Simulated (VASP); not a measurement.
# GaP (F-43m) in VASP: notebook

The runs below take GaP through single point, with PBEsol.

Everything below comes from runs of VASP 6.6.1. Logs are shortened: lines on timing, memory, paths and dates and some standing lists are left out, and cuts for length are marked.

**The experiment to reproduce.**

“Stacking defects in GaP nanowires: Electronic structure and optical properties”, 2018, arxiv:1810.01194 quotes, for a bulk crystal of GaP at 10 K: band gap 2.34 eV (indirect).

The runs below are set against these values where they give the same quantity.

**1. The cell of the first run**

Symmetry: F-43m, No. 216, cubic system. Conventional cell: a = 5.451 Å, b = 5.451 Å, c = 5.451 Å, α = 90.00°, β = 90.00°, γ = 90.00°. Within 3.1 Å of Ga (site symmetry -43m) lie 4 P at 2.36 Å. Within 3.1 Å of P (site symmetry -43m) lie 4 Ga at 2.36 Å.

**2. Single point, PBEsol**

INCAR

```
SYSTEM = GaP
ALGO = Normal ; EDIFF = 1E-6
ENCUT = 520 ; GGA = PS
ISIF = 2 ; ISMEAR = 1
LASPH = .TRUE. ; LCHARG = .FALSE.
LREAL = .FALSE. ; LWAVE = .FALSE.
NBANDS = 16 ; NELM = 80
PREC = Accurate ; SIGMA = 0.214
```

KPOINTS

```
k-points
0
G
  6 6 6
  0 0 0
```

POSCAR

```
GaP
1.0
    0.0000000000      2.7254101930      2.7254101930
    2.7254101930      0.0000000000      2.7254101930
    2.7254101930      2.7254101930      0.0000000000
Ga P
1 1
Direct
    0.0000000000      0.0000000000      0.0000000000
    0.2500000000      0.2500000000      0.2500000000
```

Potentials or basis: VASP PAW PBE potentials, release 64 (Ga_d, P).

On the command line:

```
cat potpaw_PBE.64/Ga_d/POTCAR potpaw_PBE.64/P/POTCAR > POTCAR
mpirun -np 1 vasp_std > vasp.out
```

OUTCAR:

```text
SYSTEM = GaP
   EDIFF = 1E-6
   ENCUT = 520
   GGA = PS
   ISIF = 2
   ISMEAR = 1
   LASPH = .TRUE.
   LREAL = .FALSE.
   NELM = 80
   PREC = Accurate

 ion  position               nearest neighbor table
   1  0.000  0.000  0.000-   2 2.36   2 2.36   2 2.36   2 2.36
   2  0.250  0.250  0.250-   1 2.36   1 2.36   1 2.36   1 2.36

  LATTYP: Found a face centered cubic cell.
 ALAT       =     5.4508203860

  Lattice vectors:

 A1 = (   0.0000000000,   2.7254101930,   2.7254101930)
 A2 = (   2.7254101930,   0.0000000000,   2.7254101930)
 A3 = (   2.7254101930,   2.7254101930,   0.0000000000)

Analysis of symmetry for initial positions (statically):
=====================================================================
 Subroutine PRICEL returns:
 Original cell was already a primitive cell.

 Routine SETGRP: Setting up the symmetry group for a
 face centered cubic supercell.

 Subroutine GETGRP returns: Found 24 space group operations
 (whereof 24 operations were pure point group operations)
 out of a pool of 48 trial point group operations.

The static configuration has the point symmetry T_d .

Analysis of symmetry for dynamics (positions and initial velocities):
=====================================================================
 Subroutine PRICEL returns:
 Original cell was already a primitive cell.

 Routine SETGRP: Setting up the symmetry group for a
 face centered cubic supercell.

 Subroutine GETGRP returns: Found 24 space group operations
 (whereof 24 operations were pure point group operations)
 out of a pool of 48 trial point group operations.

The dynamic configuration has the point symmetry T_d .

 Subroutine INISYM returns: Found 24 space group operations
 (whereof 24 operations are pure point group operations),
 and found     1 'primitive' translations

----------------------------------------------------------------------------------------

                                     Primitive cell

  volume of cell :      40.4879

  direct lattice vectors                    reciprocal lattice vectors
     0.000000000  2.725410193  2.725410193    -0.183458623  0.183458623  0.183458623
     2.725410193  0.000000000  2.725410193     0.183458623 -0.183458623  0.183458623
     2.725410193  2.725410193  0.000000000     0.183458623  0.183458623 -0.183458623

  length of vectors
     3.854312058  3.854312058  3.854312058     0.317759655  0.317759655  0.317759655

  position of ions in fractional coordinates (direct lattice)
     0.000000000  0.000000000  0.000000000
     0.250000000  0.250000000  0.250000000

  ion indices of the primitive-cell ions
   primitive index   ion index
                 1           1
                 2           2

----------------------------------------------------------------------------------------

 KPOINTS: k-points

Automatic generation of k-mesh.
 Grid dimensions read from file:
 generate k-points for:    6    6    6

 Generating k-lattice:

  Cartesian coordinates                     Fractional coordinates (reciprocal lattice)
    -0.030576437  0.030576437  0.030576437     0.166666667  0.000000000  0.000000000
     0.030576437 -0.030576437  0.030576437     0.000000000  0.166666667  0.000000000
     0.030576437  0.030576437 -0.030576437     0.000000000  0.000000000  0.166666667

  Length of vectors
     0.052959943  0.052959943  0.052959943

  Shift w.r.t. Gamma in fractional coordinates (k-lattice)
     0.000000000  0.000000000  0.000000000

 Subroutine IBZKPT returns following result:
 ===========================================

 Found     16 irreducible k-points:

 Following reciprocal coordinates:
            Coordinates               Weight
  0.000000  0.000000  0.000000      1.000000
  0.166667  0.000000  0.000000      8.000000
  0.333333  0.000000  0.000000      8.000000
  0.500000  0.000000  0.000000      4.000000
  0.166667  0.166667  0.000000      6.000000
  0.333333  0.166667  0.000000     24.000000
[... 8 lines left out ...]
 -0.333333  0.333333  0.166667     24.000000
 -0.333333  0.500000  0.166667     12.000000
   k-points           NKPTS =     16   k-points in BZ     NKDIM =     16   number of bands    NBANDS=     16
   number of dos      NEDOS =    301   number of ions     NIONS =      2
   total plane-waves  NPLWV =  27000
   dimension x,y,z NGX =    30 NGY =   30 NGZ =   30
   dimension x,y,z NGXF=    60 NGYF=   60 NGZF=   60
   ions per type =               1   1
   NGX,Y,Z   is equivalent  to a cutoff of  12.94, 12.94, 12.94 a.u.
   NGXF,Y,Z  is equivalent  to a cutoff of  25.88, 25.88, 25.88 a.u.
 SYSTEM =  GaP
   PREC   = accura    normal or accurate (medium, high low for compatibility)
   ISTART =      0    job   : 0-new  1-cont  2-samecut
   ICHARG =      2    charge: 1-file 2-atom 10-const
   ISPIN  =      1    spin polarized calculation?
   LNONCOLLINEAR =      F non collinear calculations
   LSORBIT =      F    spin-orbit coupling
   LASPH  =      T    aspherical Exc in radial PAW
   ENCUT  =  520.0 eV  38.22 Ry    6.18 a.u.   7.17  7.17  7.17*2*pi/ulx,y,z
   NELM   =     80;   NELMIN=  2; NELMDL= -5     # of ELM steps
   EDIFF  = 0.1E-05   stopping-criterion for ELM
   LREAL  =      F    real-space projection
   EDIFFG = 0.1E-04   stopping-criterion for IOM
   NSW    =      0    number of steps for IOM
   IBRION =     -1    ionic relax: 0-MD 1-quasi-New 2-CG
   NFREE  =      0    steps in history (QN), initial steepest desc. (CG)
   ISIF   =      2    stress and relaxation
   ISYM   =      2    0-nonsym 1-usesym 2-fastsym
   POTIM  = 0.5000    time-step for ionic-motion
   TEBEG  =    0.0;   TEEND  =   0.0 temperature during run
   PSTRESS=    0.0 pullay stress
   NELECT =      18.0000    total number of electrons
   NUPDOWN=      -1.0000    fix difference up-down
   EMIN   =  10.00;   EMAX   =-10.00  energy-range for DOS
   EFERMI =   0.00;   METHOD = LEGACY
   ISMEAR =     1;   SIGMA  =   0.21  broadening in eV -4-tet -1-fermi 0-gaus
   EFERMI_NEDOS =   21; number of points for ismear=-14 and -15
   IALGO  =     38    algorithm
   IMIX   =      4    mixing-type and parameters
     AMIX     =   0.40;   BMIX     =  1.00
     AMIX_MAG =   1.60;   BMIX_MAG =  1.00
  volume/ion in A,a.u.               =      20.24       136.61
  Fermi-wavevector in a.u.,A,eV,Ry     =   1.249464  2.361145 21.240880  1.561161
  Thomas-Fermi vector in A             =   2.383503
   LORBIT       =      0    0 simple, 1 ext, 2 COOP (PROOUT), +10 PAW based schemes
   GGA     = PS    functional components
   LHFCALC =     F    Hartree Fock is set to
   AEXX    =    0.0000 exact exchange contribution
   IVDW    =     0    specifies the selected vdW correction
   LEPSILON=     F    determine dielectric tensor
   LRPA    =     F    only Hartree local field effects (RPA)
 non-spin polarized calculation
 Methfessel and Paxton  Order N= 1 SIGMA  =   0.21
  energy-cutoff  :      520.00
  volume of cell :       40.49
 maximum number of plane-waves:      1113
 NGX is ok and might be reduce to    30
   NGX = 15   NGY = 15   NGZ = 15

 number of electron      17.9999989 magnetization

 Free energy of the ion-electron system (eV)
  ---------------------------------------------------
  ext. energy  EPLUGINS =         0.00000000
  ---------------------------------------------------
  free energy    TOTEN  =        -9.90548918 eV

  energy without entropy =       -9.90571165  energy(sigma->0) =       -9.90556334

 E-fermi :   4.7497     XC(G=0): -10.0179

 val. band max:        4.5736102789   @ k =   0.0000   0.0000   0.0000
 cond. band min:       6.0859699047   @ k =   0.5000   0.5000   0.0000
 fundamental gap:      1.5123596258
 Fermi energy:         4.7497315546

 k-point     1 :       0.0000    0.0000    0.0000
  band No.  band energies     occupation
      1      -9.9743      2.00000
      2      -9.9743      2.00000
      3      -9.9743      2.00000
      4      -9.8739      2.00000
      5      -9.8739      2.00000
      6      -7.9505      2.00000
[... 8 lines left out ...]
     15      14.3413      0.00000
     16      14.3413      0.00000

 k-point     2 :       0.1667    0.0000    0.0000
  band No.  band energies     occupation
      1      -9.9974      2.00000
      2      -9.9664      2.00000
      3      -9.9664      2.00000
      4      -9.8738      2.00000
      5      -9.8738      2.00000
      6      -7.5920      2.00000
[... 8 lines left out ...]
     15      13.4798      0.00000
     16      14.4147      0.00000

 k-point     3 :       0.3333    0.0000    0.0000
  band No.  band energies     occupation
      1     -10.0380      2.00000
      2      -9.9538      2.00000
      3      -9.9538      2.00000
      4      -9.8703      2.00000
      5      -9.8703      2.00000
      6      -6.6361      2.00000
[... 8 lines left out ...]
     15      14.1613      0.00000
     16      14.1613      0.00000

 k-point     4 :       0.5000    0.0000    0.0000
  band No.  band energies     occupation
      1     -10.0564      2.00000
      2      -9.9494      2.00000
      3      -9.9494      2.00000
      4      -9.8665      2.00000
      5      -9.8665      2.00000
      6      -5.8597      2.00000
[... 8 lines left out ...]
     15      16.2373      0.00000
     16      16.2373      0.00000
[... 172 lines left out ...]
 k-point    14 :       0.5000    0.3333    0.1667
  band No.  band energies     occupation
      1     -10.0613      2.00000
      2      -9.9398      2.00000
      3      -9.9285      2.00000
      4      -9.8884      2.00000
      5      -9.8630      2.00000
      6      -5.8520      2.00000
[... 8 lines left out ...]
     15      16.3089      0.00000
     16      17.7996      0.00000

 k-point    15 :      -0.3333    0.3333    0.1667
  band No.  band energies     occupation
      1     -10.0673      2.00000
      2      -9.9399      2.00000
      3      -9.9217      2.00000
      4      -9.8850      2.00000
      5      -9.8662      2.00000
      6      -5.1866      2.00000
[... 8 lines left out ...]
     15      16.9825      0.00000
     16      17.2844      0.00000

 k-point    16 :      -0.3333    0.5000    0.1667
  band No.  band energies     occupation
      1     -10.0782      2.00000
      2      -9.9284      2.00000
      3      -9.9138      2.00000
      4      -9.8949      2.00000
      5      -9.8606      2.00000
      6      -4.8763      2.00000
[... 8 lines left out ...]
     15      16.4596      0.00000
     16      18.1611      0.00000

------------------------ aborting loop because EDIFF is reached ----------------------------------------

  FORCE on cell =-STRESS in cart. coord.  units (eV):
  Direction    XX          YY          ZZ          XY          YZ          ZX
  --------------------------------------------------------------------------------------
  -------------------------------------------------------------------------------------
  Total       -0.1599143     -0.1599143     -0.1599143      0.0000000      0.0000000     -0.0000000
  in kB       -6.3280851     -6.3280851     -6.3280851      0.0000000      0.0000000     -0.0000000
  external PRESSURE =      -6.3280851 kB  Pullay stress =       0.0000000 kB

 VOLUME and BASIS-vectors are now :
 -----------------------------------------------------------------------------
  energy-cutoff  :      520.00
  volume of cell :       40.49
      direct lattice vectors                 reciprocal lattice vectors
     0.000000000  2.725410193  2.725410193    -0.183458623  0.183458623  0.183458623
     2.725410193  0.000000000  2.725410193     0.183458623 -0.183458623  0.183458623
     2.725410193  2.725410193  0.000000000     0.183458623  0.183458623 -0.183458623

 POSITION                                       TOTAL-FORCE (eV/Angst)
 -----------------------------------------------------------------------------------
      0.00000      0.00000      0.00000         0.000000      0.000000      0.000000
      1.36271      1.36271      1.36271        -0.000000     -0.000000     -0.000000
 -----------------------------------------------------------------------------------
    total drift:                                0.000000      0.000000      0.000000

  FREE ENERGIE OF THE ION-ELECTRON SYSTEM (eV)
  ---------------------------------------------------
  free  energy   TOTEN  =        -9.9054891801 eV

  energy  without entropy=       -9.9057116530  energy(sigma->0) =       -9.90556334
```

Run time: 24 s. Hardware: 1 thread of Intel Xeon 8259CL, shared host; peak memory 0.17 GiB.

Results:

```
Free energy            : -9.9055 eV
Pressure               : -0.6 GPa
Band gap on the k mesh : 1.51 eV (least direct gap 1.75 eV)
```

Levels at points of the mesh, in eV from the valence-band top:
```tsv
k point	band 7	band 8	band 9	band 10	band 11	band 12
(0.00, 0.00, 0.00)	0.00	0.00	0.00	1.75	3.82	3.82
(0.50, 0.00, 0.00)	-6.70	-1.13	-1.13	1.58	4.65	4.65
(0.50, 0.50, 0.00)	-6.81	-2.71	-2.71	1.51	1.71	10.55
```

Caveat: the PAW data sets were made with another functional, which shifts forces and pressure a little.

**3. Single point, PBEsol**

INCAR

```
SYSTEM = GaP
PREC = Accurate
ENCUT = 520
EDIFF = 1E-6
ISMEAR = 0
SIGMA = 0.2
LREAL = .False.
LASPH = .True.
NELM = 100
ALGO = Normal
ISIF = 2
LWAVE = .False.
LCHARG = .False.
GGA = PS
NBANDS = 16
```

KPOINTS

```
regular mesh
0
Gamma
  6 6 6
  0 0 0
```

POSCAR is that of step 2.

Potentials or basis: VASP PAW PBE potentials, release 64 (Ga_d, P).

On the command line:

```
cat potpaw_PBE.64/Ga_d/POTCAR potpaw_PBE.64/P/POTCAR > POTCAR
mpirun -np 1 vasp_std > vasp.out
```

OUTCAR:

```text
SYSTEM = GaP
   PREC = Accurate
   ENCUT = 520
   EDIFF = 1E-6
   ISMEAR = 0
   LREAL = .False.
   LASPH = .True.
   NELM = 100
   ISIF = 2
   GGA = PS

 ion  position               nearest neighbor table
   1  0.000  0.000  0.000-   2 2.36   2 2.36   2 2.36   2 2.36
   2  0.250  0.250  0.250-   1 2.36   1 2.36   1 2.36   1 2.36

  LATTYP: Found a face centered cubic cell.
 ALAT       =     5.4508203860

  Lattice vectors:

 A1 = (   0.0000000000,   2.7254101930,   2.7254101930)
[... 479 lines left out ...]

------------------------ aborting loop because EDIFF is reached ----------------------------------------

  FORCE on cell =-STRESS in cart. coord.  units (eV):
  Direction    XX          YY          ZZ          XY          YZ          ZX
  --------------------------------------------------------------------------------------
  -------------------------------------------------------------------------------------
  Total       -0.1598455     -0.1598455     -0.1598455     -0.0000000      0.0000000      0.0000000
  in kB       -6.3253612     -6.3253612     -6.3253612     -0.0000000      0.0000000      0.0000000
  external PRESSURE =      -6.3253612 kB  Pullay stress =       0.0000000 kB

 VOLUME and BASIS-vectors are now :
 -----------------------------------------------------------------------------
  energy-cutoff  :      520.00
  volume of cell :       40.49
      direct lattice vectors                 reciprocal lattice vectors
     0.000000000  2.725410193  2.725410193    -0.183458623  0.183458623  0.183458623
     2.725410193  0.000000000  2.725410193     0.183458623 -0.183458623  0.183458623
     2.725410193  2.725410193  0.000000000     0.183458623  0.183458623 -0.183458623

 POSITION                                       TOTAL-FORCE (eV/Angst)
 -----------------------------------------------------------------------------------
      0.00000      0.00000      0.00000        -0.000000     -0.000000     -0.000000
      1.36271      1.36271      1.36271         0.000000      0.000000      0.000000
 -----------------------------------------------------------------------------------
    total drift:                                0.000000      0.000000      0.000000

  FREE ENERGIE OF THE ION-ELECTRON SYSTEM (eV)
  ---------------------------------------------------
  free  energy   TOTEN  =        -9.9056662820 eV

  energy  without entropy=       -9.9056662800  energy(sigma->0) =       -9.90566628
```

OSZICAR:

```text
N       E                     dE             d eps       ncg     rms          rms(c)
DAV:   1     0.788957237289E+02    0.78896E+02   -0.89063E+03   536   0.161E+03
DAV:   2    -0.411863913625E+01   -0.83014E+02   -0.79855E+02   600   0.311E+02
DAV:   3    -0.100994558393E+02   -0.59808E+01   -0.59659E+01   640   0.642E+01
DAV:   4    -0.101925939354E+02   -0.93138E-01   -0.93120E-01   640   0.869E+00
DAV:   5    -0.101945665067E+02   -0.19726E-02   -0.19725E-02   624   0.112E+00    0.412E+00
DAV:   6    -0.994700917623E+01    0.24756E+00   -0.35211E-01   808   0.114E+01    0.262E+00
DAV:   7    -0.990824684385E+01    0.38762E-01   -0.80849E-02   720   0.221E+00    0.984E-01
DAV:   8    -0.990545277077E+01    0.27941E-02   -0.12149E-02   640   0.128E+00    0.175E-01
DAV:   9    -0.990561171541E+01   -0.15894E-03   -0.10094E-03   680   0.434E-01    0.638E-02
DAV:  10    -0.990563874165E+01   -0.27026E-04   -0.67085E-05   760   0.865E-02    0.285E-02
DAV:  11    -0.990566645522E+01   -0.27714E-04   -0.29567E-05   552   0.586E-02    0.600E-03
DAV:  12    -0.990566628201E+01    0.17321E-06   -0.11327E-06   504   0.136E-02
   1 F= -.99056663E+01 E0= -.99056663E+01  d E =-.203267E-08
```

stdout:

```text
POSCAR found type information on POSCAR GaP
 POSCAR found :  2 types and       2 ions
 scaLAPACK will be used
 -----------------------------------------------------------------------------
|                                                                             |
|                                                                             |
|     You enforced a specific xc type in the INCAR file but a different       |
|     I HOPE YOU KNOW WHAT YOU ARE DOING!                                     |
|                                                                             |
 -----------------------------------------------------------------------------

 LDA part: xc-table for (Slater+PW92), standard interpolation
 POSCAR, INCAR and KPOINTS ok, starting setup
 FFT: planning ... GRIDC
 FFT: planning ... GRID_SOFT
 FFT: planning ... GRID
 WAVECAR not read
 entering main loop
```

Run time: 21 s. Hardware: 1 thread of Intel Xeon 8259CL, shared host; peak memory 0.17 GiB.

Results:

```
Free energy            : -9.9057 eV
Pressure               : -0.6 GPa
Band gap on the k mesh : 1.51 eV (least direct gap 1.75 eV)
```

Caveat: the PAW data sets were made with another functional, which shifts forces and pressure a little.

(Continued in part 2 of 2.)
